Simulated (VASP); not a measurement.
# Al8N7 (a cell with a defect) in VASP: relaxation of the atoms with PBE

Aim: the relaxation of the atoms of Al8N7 (a cell with a defect) with PBE.

Everything below comes from runs of VASP 6.6.1. Logs are shortened: lines on timing, memory, paths and dates and some standing lists are left out, and cuts for length are marked.

### Step 1. The cell of the first run

The cell holds a defect, 15 atoms: a = 5.018 Å, b = 6.260 Å, c = 6.260 Å, α = 120.00°, β = 90.00°, γ = 90.00°.

### Step 2. Relaxation of the atoms, PBE, collinear spin (atoms taken out)

The input, INCAR:

```
SYSTEM = Al8N7
ALGO = Normal
EDIFF = 1E-6
EDIFFG = -0.025
ENCUT = 520
GGA = PE
IBRION = 2
ISIF = 2
ISMEAR = 0
ISPIN = 2
KPAR = 2
LASPH = .True.
LCHARG = .False.
LORBIT = 11
LREAL = Auto
LWAVE = .False.
MAGMOM = 0.25 0 0 0 0.25 0.25 0 0.25 0 0 0 0 0 0 0
NCORE = 2
NELECT = 57.0
NELM = 150
NSW = 65
PREC = Accurate
SIGMA = 0.01
```

The input, KPOINTS:

```
k-points
0
Gamma
  2 2 2
  0 0 0
```

The input, POSCAR:

```
Al8N7
1.0
    0.0000000000      0.0000000000      5.0179604226
   -3.1302455678      5.4217443637      0.0000000000
   -3.1302455678     -5.4217443637      0.0000000000
Al N
8 7
Direct
    0.9821199997      0.1630468508      0.3341025069
    0.9998984791      0.6668569271      0.3356438234
    0.9998064952      0.1620779958      0.8308369405
    0.9998832124      0.6668497704      0.8308175334
    0.5036435373      0.8189235656      0.1608112421
    0.5037349693      0.3401143762      0.1648506597
    0.5031771292      0.8320129944      0.6658662014
    0.5047776783      0.3341689707      0.6669040777
    0.3817467561      0.6654995336      0.3328581479
    0.3817152521      0.1649521227      0.8323229106
    0.3817518395      0.6655136294      0.8323307604
    0.8829088244      0.8327878147      0.1662041215
    0.8828298748      0.3315140659      0.1662328564
    0.8822014366      0.8319274978      0.6657646461
    0.8827417498      0.3315108091      0.6648916628
```

Potentials or basis: VASP PAW PBE potentials, release 64 (Al, N).

The run is started by

```console
> cat potpaw_PBE.64/Al/POTCAR potpaw_PBE.64/N/POTCAR > POTCAR
> mpirun -np 4 vasp_std > vasp.out
```

OUTCAR:

```text
SYSTEM = Al8N7
   EDIFF = 1E-6
   EDIFFG = -0.025
   ENCUT = 520
   GGA = PE
   IBRION = 2
   ISIF = 2
   ISMEAR = 0
   ISPIN = 2
   LASPH = .True.
   LORBIT = 11
   LREAL = Auto
   NELECT = 57.0
   NELM = 150
   NSW = 65
   PREC = Accurate

 ion  position               nearest neighbor table
   1  0.982  0.163  0.334-  12 1.86  15 1.86  13 1.89   8 3.00   5 3.04   6 3.05   2 3.11   3 3.11
                             4 3.13   4 3.13   3 3.15   2 3.15   8 3.18   5 3.21   6 3.22
   2  1.000  0.667  0.336-  14 1.88  13 1.91  12 1.91   9 1.92   6 3.06   5 3.06   7 3.07   6 3.09
                             5 3.09   7 3.10   4 3.10   3 3.10   1 3.11   1 3.15   3 3.16   4 3.16
   3  1.000  0.162  0.831-  14 1.88  13 1.91  15 1.91  10 1.92   7 3.07   6 3.08   8 3.08   7 3.10
                             2 3.10   4 3.10   6 3.11   1 3.11   8 3.12   1 3.15   4 3.16   2 3.16
   4  1.000  0.667  0.831-  14 1.88  12 1.91  15 1.91  11 1.92   5 3.07   7 3.07   8 3.07   7 3.10
                             5 3.10   2 3.10   3 3.10   8 3.11   1 3.13   1 3.13   3 3.16   2 3.16
   5  0.504  0.819  0.161-   9 1.87  11 1.88  12 1.90   6 3.01   1 3.04   2 3.06   8 3.06   4 3.07
                             2 3.09   4 3.10   7 3.12   7 3.14   8 3.20   1 3.21   6 3.25
   6  0.504  0.340  0.165-   9 1.87  13 1.90  10 1.90   5 3.01   1 3.05   2 3.06   3 3.08   2 3.09
                             8 3.10   7 3.11   3 3.11   7 3.15   8 3.16   1 3.22   5 3.25
   7  0.503  0.832  0.666-  14 1.90  10 1.91  11 1.91   9 1.91   3 3.07   4 3.07   2 3.07   4 3.10
                             3 3.10   2 3.10   6 3.11   8 3.12   5 3.12   5 3.14   8 3.14   6 3.15
   8  0.505  0.334  0.667-  15 1.90  11 1.90  10 1.92   1 3.00   5 3.06   4 3.07   3 3.08   6 3.10
                             4 3.11   7 3.12   3 3.12   7 3.14   6 3.16   1 3.18   5 3.20
   9  0.382  0.665  0.333-   6 1.87   5 1.87   7 1.91   2 1.92
  10  0.382  0.165  0.832-   6 1.90   7 1.91   3 1.92   8 1.92
  11  0.382  0.666  0.832-   5 1.88   8 1.90   7 1.91   4 1.92
  12  0.883  0.833  0.166-   1 1.86   5 1.90   2 1.91   4 1.91
  13  0.883  0.332  0.166-   1 1.89   6 1.90   2 1.91   3 1.91
  14  0.882  0.832  0.666-   2 1.88   3 1.88   4 1.88   7 1.90
  15  0.883  0.332  0.665-   1 1.86   8 1.90   4 1.91   3 1.91

  LATTYP: Found a hexagonal cell.
 ALAT       =     6.2604911357
 C/A-ratio  =     0.8015282370

  Lattice vectors:

 A1 = (  -3.1302455678,   5.4217443637,   0.0000000000)
 A2 = (  -3.1302455678,  -5.4217443637,   0.0000000000)
 A3 = (   0.0000000000,   0.0000000000,   5.0179604226)

Analysis of symmetry for initial positions (statically):
=====================================================================
 Subroutine PRICEL returns:
 Original cell was already a primitive cell.

 Routine SETGRP: Setting up the symmetry group for a
 hexagonal supercell.

 Subroutine GETGRP returns: Found  1 space group operations
 (whereof  1 operations were pure point group operations)
[... 195 lines left out ...]
  --------------------------------------------------------------------------------------
  -------------------------------------------------------------------------------------
  Total      -18.8126527    -19.5111032    -21.3795766     -0.7261505      0.1583806      0.0558533
  in kB     -176.9644161   -183.5345096   -201.1106219     -6.8306584      1.4898342      0.5253931
  external PRESSURE =    -187.2031825 kB  Pullay stress =       0.0000000 kB
[... 128 lines left out ...]
  FREE ENERGIE OF THE ION-ELECTRON SYSTEM (eV)
  ---------------------------------------------------
  free  energy   TOTEN  =      -120.3823831677 eV

  energy  without entropy=     -120.3815188372  energy(sigma->0) =     -120.38195100

[... ionic steps 4 to 9 ...]

--------------------------------------- Ionic step       10  -------------------------------------------

 number of electron      56.9999995 magnetization       0.5000000

------------------------ aborting loop because EDIFF is reached ----------------------------------------
[... 93 lines left out ...]
--------------------------------------- Ionic step       12  -------------------------------------------

 number of electron      56.9999995 magnetization       0.5000000

 Free energy of the ion-electron system (eV)
  ---------------------------------------------------
  ext. energy  EPLUGINS =         0.00000000
  ---------------------------------------------------
  free energy    TOTEN  =      -120.46587521 eV

  energy without entropy =     -120.46491114  energy(sigma->0) =     -120.46539317

 E-fermi :   6.4263     XC(G=0): -10.3948

 val. band max:        6.3192446839   @ k =   0.5000   0.5000   0.0000
 cond. band min:       6.4292221231   @ k =   0.0000   0.0000   0.5000
 fundamental gap:      0.1099774392
 Fermi energy:         6.4262940692

 spin component 1

 k-point     1 :       0.0000    0.0000    0.0000
  band No.  band energies     occupation
      1      -9.2618      1.00000
      2      -7.6612      1.00000
      3      -7.6604      1.00000
      4      -7.5519      1.00000
      5      -7.0018      1.00000
      6      -7.0013      1.00000
[... 309 lines left out ...]
     36      12.7253      0.00000
     37      12.9790      0.00000
 Fermi energy:         6.4262940692

 spin component 2

 k-point     1 :       0.0000    0.0000    0.0000
  band No.  band energies     occupation
      1      -9.2350      1.00000
      2      -7.6296      1.00000
      3      -7.6286      1.00000
      4      -7.5211      1.00000
      5      -6.9682      1.00000
      6      -6.9677      1.00000
[... 351 lines left out ...]
  FREE ENERGIE OF THE ION-ELECTRON SYSTEM (eV)
  ---------------------------------------------------
  free  energy   TOTEN  =      -120.4658752059 eV

  energy  without entropy=     -120.4649111365  energy(sigma->0) =     -120.46539317

 reached required accuracy - stopping structural energy minimisation

 total charge

# of ion       s       p       d       tot
------------------------------------------
    1        0.374   0.406   0.000   0.780
    2        0.353   0.413   0.000   0.766
    3        0.353   0.413   0.000   0.766
    4        0.353   0.413   0.000   0.766
    5        0.373   0.392   0.000   0.765
    6        0.373   0.392   0.000   0.765
    7        0.350   0.412   0.000   0.762
    8        0.373   0.392   0.000   0.765
    9        1.227   2.599   0.000   3.826
   10        1.227   2.599   0.000   3.826
   11        1.227   2.599   0.000   3.826
   12        1.227   2.594   0.000   3.821
   13        1.226   2.594   0.000   3.821
   14        1.218   2.632   0.000   3.851
   15        1.226   2.594   0.000   3.821
--------------------------------------------------
tot         11.479  21.447   0.000  32.926

 magnetization (x)

# of ion       s       p       d       tot
------------------------------------------
    1        0.001   0.005   0.000   0.006
    2        0.000   0.001   0.000   0.001
    3        0.000   0.001   0.000   0.001
    4        0.000   0.001   0.000   0.001
    5        0.001   0.012   0.000   0.013
    6        0.001   0.012   0.000   0.013
    7        0.000   0.000   0.000   0.001
    8        0.001   0.012   0.000   0.013
    9        0.000   0.013   0.000   0.014
   10        0.000   0.013   0.000   0.014
   11        0.000   0.013   0.000   0.014
   12        0.001   0.024   0.000   0.024
   13        0.001   0.024   0.000   0.025
   14       -0.000   0.000   0.000  -0.000
   15        0.001   0.024   0.000   0.024
--------------------------------------------------
tot          0.009   0.153   0.000   0.162
```

OSZICAR:

```text
N       E                     dE             d eps       ncg     rms          rms(c)
DAV:   1     0.227212064036E+03    0.22721E+03   -0.26202E+04  1184   0.137E+03
DAV:   2    -0.112297479091E+03   -0.33951E+03   -0.32987E+03  1604   0.261E+02
DAV:   3    -0.137121609684E+03   -0.24824E+02   -0.24700E+02  1355   0.780E+01
[... 99 lines left out ...]
DAV:   1    -0.120465852437E+03   -0.13004E-03   -0.28617E-02  1184   0.903E-01    0.271E-02
DAV:   2    -0.120465884465E+03   -0.32028E-04   -0.47161E-04  1368   0.102E-01    0.179E-02
DAV:   3    -0.120465876659E+03    0.78064E-05   -0.15601E-05  1416   0.242E-02    0.946E-03
DAV:   4    -0.120465875045E+03    0.16138E-05   -0.12926E-05  1360   0.185E-02    0.396E-03
DAV:   5    -0.120465875206E+03   -0.16112E-06   -0.23012E-06  1040   0.874E-03
  12 F= -.12046588E+03 E0= -.12046539E+03  d E =-.153215E-03  mag=     0.5000
```

Wall time 6.9 min (4 MPI ranks of Oxide Virtual Turin-like, shared host); peak memory 0.23 GiB.

Results:

| Quantity | Value |
| --- | --- |
| Free energy | -120.4659 eV |
| Energy gained by relaxing | 29.9 meV/atom |
| Ionic steps | 12 |
| Largest force after relaxing | 0.014 eV/Å |
| Net moment | 0.50 μB per cell |
| Site moments | Al +0.01, +0.00 (each value once); N +0.01, +0.02, +0.03, -0.00 (each value once) μB |
| Valence electrons inside the program's atomic spheres | Al 0.78, 0.77, 0.76 (each value once); N 3.83, 3.82, 3.85 (each value once) |

Forces on the atoms (eV/Å):
```
Al  -0.003  0.003 -0.001
Al   0.004  0.003  0.007
Al   0.004 -0.002  0.008
Al  -0.002  0.002  0.008
Al  -0.004  0.001 -0.001
Al   0.003 -0.001  0.001
Al   0.001 -0.003  0.000
Al  -0.001 -0.003 -0.004
N   -0.010 -0.005 -0.008
N    0.001 -0.001  0.000
N   -0.001  0.002 -0.002
N   -0.002  0.002 -0.009
N    0.003  0.002 -0.008
N    0.008  0.002  0.007
N   -0.002 -0.002  0.000
```

The path:
```tsv
step	energy change (eV)	largest force (eV/Å)	pressure (GPa)
1	0.0000	2.0363	-18.72
2	-0.3592	0.6576	-16.60
3	-0.3651	0.8475	-16.26
4	-0.4220	0.4654	-15.66
5	-0.4222	0.4587	-15.70
6	-0.4371	0.3172	-15.57
7	-0.4398	0.2993	-15.49
8	-0.4479	0.0750	-15.39
9	-0.4480	0.0735	-15.38
10	-0.4484	0.0407	-15.35
11	-0.4485	0.0333	-15.36
12	-0.4486	0.0140	-15.33
```

Final structure:
```yaml
crystal:
  lattice:
    - [0.00000, 0.00000, 5.01796]
    - [-3.13025, 5.42174, 0.00000]
    - [-3.13025, -5.42174, 0.00000]
  atoms:
    - { symbol: Al, position: [0.94428, 0.16469, 0.33213] }
    - { symbol: Al, position: [0.00223, 0.66825, 0.33899] }
    - { symbol: Al, position: [0.00216, 0.15855, 0.82908] }
    - { symbol: Al, position: [0.00218, 0.66814, 0.82895] }
    - { symbol: Al, position: [0.51102, 0.80372, 0.15155] }
    - { symbol: Al, position: [0.51108, 0.34566, 0.15166] }
    - { symbol: Al, position: [0.50824, 0.83175, 0.66558] }
    - { symbol: Al, position: [0.51102, 0.34563, 0.69339] }
    - { symbol: N, position: [0.38162, 0.66610, 0.33444] }
    - { symbol: N, position: [0.38152, 0.16282, 0.83112] }
    - { symbol: N, position: [0.38153, 0.66611, 0.83104] }
    - { symbol: N, position: [0.88407, 0.82930, 0.16449] }
    - { symbol: N, position: [0.88408, 0.33268, 0.16468] }
    - { symbol: N, position: [0.88395, 0.83177, 0.66579] }
    - { symbol: N, position: [0.88394, 0.33259, 0.66755] }
```

Levels at points of the mesh, in eV from the Fermi level:
Spin up:
| k point | band 25 | band 26 | band 27 | band 28 | band 29 | band 30 | band 31 | band 32 | band 33 | band 34 |
| --- | --- | --- | --- | --- | --- | --- | --- | --- | --- | --- |
| (0.00, 0.00, 0.00) | -1.73 | -1.53 | -1.32 | -1.10 | -1.10 | 2.63 | 3.97 | 4.56 | 4.56 | 5.30 |
| (0.50, 0.00, 0.00) | -1.83 | -1.83 | -1.28 | -1.28 | -0.70 | 3.09 | 4.21 | 4.21 | 4.28 | 4.87 |
| (0.00, 0.50, 0.00) | -1.86 | -1.77 | -1.24 | -1.20 | 0.00 | 2.39 | 3.39 | 4.02 | 4.69 | 5.53 |
| (0.00, 0.00, 0.50) | -1.86 | -1.77 | -1.24 | -1.20 | 0.00 | 2.39 | 3.39 | 4.02 | 4.70 | 5.53 |
| (0.00, 0.50, 0.50) | -1.86 | -1.77 | -1.24 | -1.20 | 0.00 | 2.39 | 3.39 | 4.02 | 4.70 | 5.53 |
| (0.50, 0.50, 0.00) | -1.89 | -1.80 | -1.77 | -1.57 | -0.11 | 2.70 | 3.37 | 4.17 | 4.93 | 6.02 |
| (0.50, 0.00, 0.50) | -1.89 | -1.80 | -1.77 | -1.57 | -0.11 | 2.71 | 3.37 | 4.17 | 4.93 | 6.01 |
| (0.50, 0.50, 0.50) | -1.89 | -1.80 | -1.77 | -1.57 | -0.11 | 2.71 | 3.37 | 4.17 | 4.93 | 6.01 |
Spin down:
```tsv
k point	band 26	band 27	band 28	band 29	band 30	band 31
(0.00, 0.00, 0.00)	-1.39	-1.09	-1.09	-1.07	2.79	4.07
(0.50, 0.00, 0.00)	-1.80	-1.27	-1.27	-0.26	3.27	4.35
(0.00, 0.50, 0.00)	-1.73	-1.22	-1.19	0.54	2.64	3.62
(0.00, 0.00, 0.50)	-1.73	-1.22	-1.19	0.54	2.64	3.62
(0.00, 0.50, 0.50)	-1.73	-1.22	-1.19	0.54	2.64	3.62
(0.50, 0.50, 0.00)	-1.78	-1.76	-1.56	0.46	2.96	3.59
(0.50, 0.00, 0.50)	-1.78	-1.76	-1.56	0.46	2.96	3.59
(0.50, 0.50, 0.50)	-1.78	-1.76	-1.56	0.46	2.97	3.59
```

Caveat: the k points lie up to 0.63 Å⁻¹ apart; the cell carries a net charge on a neutralising background, which shifts energy and pressure; the cell differs from its parent crystal (atoms taken out); the cell is charged against a uniform background, so pressure and absolute levels hang on convention.
